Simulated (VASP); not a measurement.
Write the native input for VASP 6.6.1 that does the following.

| Quantity | Value |
| --- | --- |
| Task | single point |
| Functional | PBE |
| Potentials or basis | VASP PAW PBE potentials, release 64 (Ti_sv, Ge_d, Ru_pv) |
| Cutoff | 520 eV |
| k mesh | 10 × 10 × 4 |
| Occupations | gaussian, width 0.1 eV |
| Spin | no spin polarisation |
| Dipole correction | no |
| Further INCAR settings | ALGO = Fast; EDIFF = 1e-06; NBANDS = 50 |

The structure of TiGeRu4 lies in POSCAR:

```
TiGeRu4
1.0
    3.0029460164      0.0000000000      0.0000000000
    0.0000000000      3.0029460164      0.0000000000
    0.0000000000      0.0000000000      9.4893292791
Ti Ge Ru
1 1 4
Direct
    0.0000000000      0.0000000000      0.0000000000
    0.5000000000      0.5000000000      0.5000000000
    0.5000000000      0.5000000000      0.1580244057
    0.0000000000      0.0000000000      0.3481991361
    0.5000000000      0.5000000000      0.8419755943
    0.0000000000      0.0000000000      0.6518008639
```

One way to write it, as run:

INCAR

```
PREC = Accurate ; ENCUT = 520
EDIFF = 1E-6 ; ISMEAR = 0
SIGMA = 0.1 ; LREAL = False
LASPH = True ; NELM = 100
ALGO = Fast ; ISIF = 2
LWAVE = False ; LCHARG = False
GGA = PE ; NBANDS = 50
```

KPOINTS

```
regular mesh
0
Gamma
  10 10 4
```

Potentials or basis: VASP PAW PBE potentials, release 64 (Ti_sv, Ge_d, Ru_pv).

Launch:

```sh
$ cat potpaw_PBE.64/Ti_sv/POTCAR potpaw_PBE.64/Ge_d/POTCAR potpaw_PBE.64/Ru_pv/POTCAR > POTCAR
$ mpirun -np 1 vasp_std > vasp.out
```

It gave:

| Quantity | Value |
| --- | --- |
| Pressure | -0.1 GPa |
| Largest force | 0.030 eV/Å |
| Band gap on the k mesh | zero (band 41 reaches 12.18 eV, above the bottom of band 42 at 10.88 eV) |

Wall time 7.9 min on 1 thread of AMD EPYC 9R45 96-Core Processor (Zen 5), with other jobs on the host, peak memory 0.33 GiB.
